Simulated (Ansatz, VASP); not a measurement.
**Be3ZnO in VASP and in Ansatz**

```
CELL_PARAMETERS angstrom
4.70012 -1.28154 -0.00370
4.70012 1.28154 -0.00370
-2.12640 0.00000 3.93746
ATOMIC_POSITIONS crystal
Be 0.88728 0.88728 0.70205
Be 0.65630 0.65630 0.15780
Be 0.37364 0.37364 0.22266
Zn 0.13154 0.13154 0.62854
O 0.45036 0.45036 0.95561
```

Change from the starting cell: the structure that the rattled cell fell into.

Alike in both runs: functional PBE; k mesh 16 × 16 × 10; occupations gaussian, width 0.1 eV; no spin polarisation.

Ansatz relaxed the structure, and its values are those at the end. VASP's run is a single point on that final structure, the one shown.

```csv
,VASP,Ansatz
version,VASP 6.6.1,Ansatz 0.2.0
potentials or method,"VASP PAW PBE potentials, release 64 (Be, Zn, O), cutoff 520 eV","scalar-relativistic, plane waves, PAW"
valence electrons in the cell,24,24
```

VASP gave:

| Quantity | Value |
| --- | --- |
| gap on the k mesh at the Fermi level (eV) | none |
| pressure (GPa) | 0.3 |
| rms of the force components (eV/Å) | 0.016 |

Task: Estimate Ansatz's values.

Result: gap on the k mesh at the Fermi level (eV): none; pressure (GPa): 0.0; rms of the force components (eV/Å): 0.003.

A gap of «none» marks a metal or a gap that the smearing closes. With one functional, cell and mesh, what is left measures potentials, basis and numerics.
